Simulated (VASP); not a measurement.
A run of VASP 6.6.1:

File POSCAR:

```
Cu
1.0
    0.0000000000      1.7240330235      1.7240330235
    1.7240330235      0.0000000000      1.7240330235
    1.7240330235      1.7240330235      0.0000000000
Cu
1
Direct
    0.0000000000      0.0000000000      0.0000000000
```

Contents of INCAR.step1:

```
PREC = Accurate
ENCUT = 520
ISMEAR = 0
SIGMA = 0.1
LREAL = False
LASPH = True
NELM = 80
NBANDS = 12
GGA = PE
ALGO = Normal
EDIFF = 1E-4
LWAVE = True
LCHARG = False
```

INCAR.step2

```
PREC = Accurate
ENCUT = 520
EDIFF = 1E-6
ISMEAR = 0
SIGMA = 0.1
LREAL = False
LASPH = True
NELM = 80
ALGO = Normal
ISIF = 2
LWAVE = False
LCHARG = True
METAGGA = R2SCAN
LMIXTAU = True
LUSE_VDW = True
IVDW_NL = 2
BPARAM = 11.95
CPARAM = 0.0093
LELF = True
LVHAR = True
NBANDS = 12
ISTART = 1
```

The input KPOINTS:

```
Automatic mesh
0
Gamma
  20 20 20
```

Potentials or basis: VASP PAW PBE potentials, release 64 (Cu).

Command:

```bash
$ cat potpaw_PBE.64/Cu/POTCAR > POTCAR
$ cp INCAR.step1 INCAR
$ mpirun -np 1 vasp_std > vasp.out
$ cp INCAR.step2 INCAR
$ mpirun -np 1 vasp_std > vasp.out
```

Hardware: 1 thread of AMD EPYC 9R45 96-Core Processor (Zen 5) (shared host).

**Question.** How long does it take, and how much memory?

**Answer.** It took 72 s on 1 thread of AMD EPYC 9R45 96-Core Processor (Zen 5), on a shared host, peak memory 0.15 GiB. Counts: k points 256.
